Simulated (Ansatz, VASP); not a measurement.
# Na in VASP and in Ansatz

Contents of INCAR:

```
SYSTEM = Na
PREC = Accurate
ENCUT = 520
EDIFF = 1E-7
ISMEAR = 0
SIGMA = 0.2
LREAL = .FALSE.
LASPH = .TRUE.
NELM = 80
ALGO = Normal
ISIF = 2
LWAVE = .FALSE.
LCHARG = .FALSE.
GGA = PE
NBANDS = 10
```

The input KPOINTS:

```
Automatic mesh
0
G
  11 11 11
  0 0 0
```

The input POSCAR:

```
Na
1.0
   -2.0985562613      2.0985562613      2.0985562613
    2.0985562613     -2.0985562613      2.0985562613
    2.0985562613      2.0985562613     -2.0985562613
Na
1
Direct
    0.0000000000      0.0000000000      0.0000000000
```

Input for Ansatz:

```yaml
crystal:
  lattice:
    - [-2.0985562613, 2.0985562613, 2.0985562613]
    - [2.0985562613, -2.0985562613, 2.0985562613]
    - [2.0985562613, 2.0985562613, -2.0985562613]
  atoms:
    - { symbol: Na, position: [0.0, 0.0, 0.0] }
hamiltonian:
  xc: pbe
  pseudopotentials:
    kind: paw
    azcp:
      Na: "pseudopotentials/Na.paw.azcp"
basis:
  ecutwfc: 420
  fft_grid_basis: typed
kpoints:
  mp_grid: { grid: [11, 11, 11], shift: [0, 0, 0] }
magnetization:
  spin_polarized: false
scf:
  occupations: { method: gaussian, width: 0.2 }
  lower_state_search: "off"
output:
  stress: true
```

Alike in both runs: task single point; functional PBE; k mesh 11 × 11 × 11; occupations gaussian, width 0.2 eV; no spin polarisation.

|  | VASP | Ansatz |
| --- | --- | --- |
| version | VASP 6.6.1 | Ansatz 0.2.0 |
| potentials or method | VASP PAW PBE potentials, release 64 (Na_pv), cutoff 520 eV | plane waves (420 eV) with PAW, scalar-relativistic |
| valence electrons in the cell | 7 | 9 |

|  | VASP | Ansatz | Ansatz less VASP |
| --- | --- | --- | --- |
| pressure (GPa) | 0.0 | 0.0 | 0.00 |

The functional is the same, so the differences come from potentials, cutoffs and numerics. VASP's potentials hold 7 valence electrons a cell and Ansatz's 9, so a difference there can come from the potentials and not from the codes.
